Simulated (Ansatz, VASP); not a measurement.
## SiC in VASP and in Ansatz

Contents of POSCAR:

```
SiC
1.0
    0.0000000000      2.1740000000      2.1740000000
    2.1740000000      0.0000000000      2.1740000000
    2.1740000000      2.1740000000      0.0000000000
Si C
1 1
Direct
    0.0000000000      0.0000000000     -0.1463652491
    0.7500000000      0.7500000000      0.7500000000
```

INCAR.step1

```
PREC = Accurate ; ENCUT = 520
ISMEAR = 0 ; SIGMA = 0.05
LREAL = F ; LASPH = T
NELM = 60 ; NBANDS = 11
GGA = PE ; ALGO = Normal
EDIFF = 1E-4 ; LWAVE = T
LCHARG = F
```

INCAR.step2

```
PREC = Accurate ; ENCUT = 520
EDIFF = 1E-6 ; ISMEAR = 0
SIGMA = 0.05 ; LREAL = F
LASPH = T ; NELM = 60
ALGO = Normal ; ISIF = 2
LWAVE = F ; LCHARG = F
METAGGA = R2SCAN ; LMIXTAU = T
NBANDS = 11 ; ISTART = 1
```

The input KPOINTS:

```
regular mesh
0
Gamma
  12 12 12
```

Input for Ansatz:

```yaml
crystal:
  lattice:
    - [0.0, 2.174, 2.174]
    - [2.174, 0.0, 2.174]
    - [2.174, 2.174, 0.0]
  atoms:
    - { symbol: Si, position: [0.0, 0.0, -0.1463652491] }
    - { symbol: C, position: [0.75, 0.75, 0.75] }
basis:
  ecutwfc: 500
kpoints:
  mp_grid: { grid: [12, 12, 12] }
hamiltonian:
  xc: r2scan
scf:
  occupations: { method: gaussian, width: 0.05 }
output:
  forces: true
  stress: true
  eigenvalues: true
```

Alike in both runs: task single point; functional r2SCAN; k mesh 12 × 12 × 12; occupations gaussian, width 0.05 eV; no spin polarisation.

|  | VASP | Ansatz |
| --- | --- | --- |
| version | VASP 6.6.1 | Ansatz 0.2.0 |
| potentials or method | VASP PAW PBE potentials, release 64 (Si, C), cutoff 520 eV | scalar-relativistic, plane waves, PAW |
| valence electrons in the cell | 8 | 8 |

|  | VASP | Ansatz | Ansatz less VASP |
| --- | --- | --- | --- |
| gap on the k mesh at the Fermi level (eV) | none | none | - |
| rms of the force components (eV/Å) | 7.420 | 7.471 | +0.0511 |

VASP's potentials were made for PBE, not for r2SCAN. Atom by atom the forces differ by 0.052 eV/Å (rms over components). A gap of «none» marks a metal or a gap that the smearing closes. With one functional, cell and mesh, what is left measures potentials, basis and numerics.
